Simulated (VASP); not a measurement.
Set up this calculation in VASP 6.6.1, as the native input.

```
Task                    : density of states
Functional              : PBE
Potentials or basis     : VASP PAW PBE potentials, release 64 (Mg, Cd, O)
Cutoff                  : 520 eV
k mesh                  : 8 × 8 × 8
Occupations             : gaussian, width 0.1 eV
Spin                    : no spin polarisation
Dipole correction       : no
k mesh for the DOS      : 12 × 12 × 12
Occupations for the DOS : tetrahedron
Further INCAR settings  : ALGO = Normal; EDIFF = 1e-06; NBANDS = 41
```

MgCd3O4:

```
Mg Cd O
1.0
     4.68030    0.00000    0.00000
     0.00000    4.68030    0.00000
     0.00000    0.00000    4.68030
Mg Cd O
1 3 4
Cartesian
  2.3401 2.3401 2.3401
  0.0000 0.0000 2.3401
  0.0000 2.3401 0.0000
  2.3401 0.0000 0.0000
  0.0000 0.0000 0.0000
  2.3401 2.3401 0.0000
  2.3401 0.0000 2.3401
  0.0000 2.3401 2.3401
```

The input as run:

POSCAR

```
MgCd3O4
1.0
    4.6802970000      0.0000000000      0.0000000000
    0.0000000000      4.6802970000      0.0000000000
    0.0000000000      0.0000000000      4.6802970000
Mg Cd O
1 3 4
Direct
    0.5000000000      0.5000000000      0.5000000000
    0.0000000000      0.0000000000      0.5000000000
    0.0000000000      0.5000000000      0.0000000000
    0.5000000000      0.0000000000      0.0000000000
    0.0000000000      0.0000000000      0.0000000000
    0.5000000000      0.5000000000      0.0000000000
    0.5000000000      0.0000000000      0.5000000000
    0.0000000000      0.5000000000      0.5000000000
```

INCAR.step1

```
SYSTEM = MgCd3O4
PREC = Accurate
ENCUT = 520
EDIFF = 1E-6
ISMEAR = 0
SIGMA = 0.1
LREAL = .FALSE.
LASPH = .TRUE.
NELM = 60
ALGO = Normal
ISIF = 2
LWAVE = .FALSE.
LCHARG = .TRUE.
GGA = PE
NBANDS = 41
```

KPOINTS.step1

```
Automatic mesh
0
G
  8 8 8
  0 0 0
```

INCAR.step2

```
SYSTEM = MgCd3O4
PREC = Accurate
ENCUT = 520
EDIFF = 1E-6
ISMEAR = -5
SIGMA = 0.1
LREAL = .FALSE.
LASPH = .TRUE.
NELM = 60
ALGO = Normal
ISIF = 2
LWAVE = .FALSE.
LCHARG = .FALSE.
GGA = PE
LORBIT = 11
NBANDS = 41
NEDOS = 1001
ICHARG = 11
```

KPOINTS.step2

```
Automatic mesh
0
G
  12 12 12
  0 0 0
```

Potentials or basis: VASP PAW PBE potentials, release 64 (Mg, Cd, O).

Run with:

```sh
$ cat potpaw_PBE.64/Mg/POTCAR potpaw_PBE.64/Cd/POTCAR potpaw_PBE.64/O/POTCAR > POTCAR
$ cp INCAR.step1 INCAR
$ cp KPOINTS.step1 KPOINTS
$ mpirun -np 1 vasp_std > vasp.out
$ cp INCAR.step2 INCAR
$ cp KPOINTS.step2 KPOINTS
$ mpirun -np 1 vasp_std > vasp.out
```

It gave:

```json
{
 "Valence electrons inside the program's atomic spheres": "Mg 0.26; Cd 10.26; O 4.94"
}
```

Wall time 4.6 min on 1 thread of Intel(R) Xeon(R) Platinum 8488C (Sapphire Rapids) (shared host), peak memory 0.41 GiB.
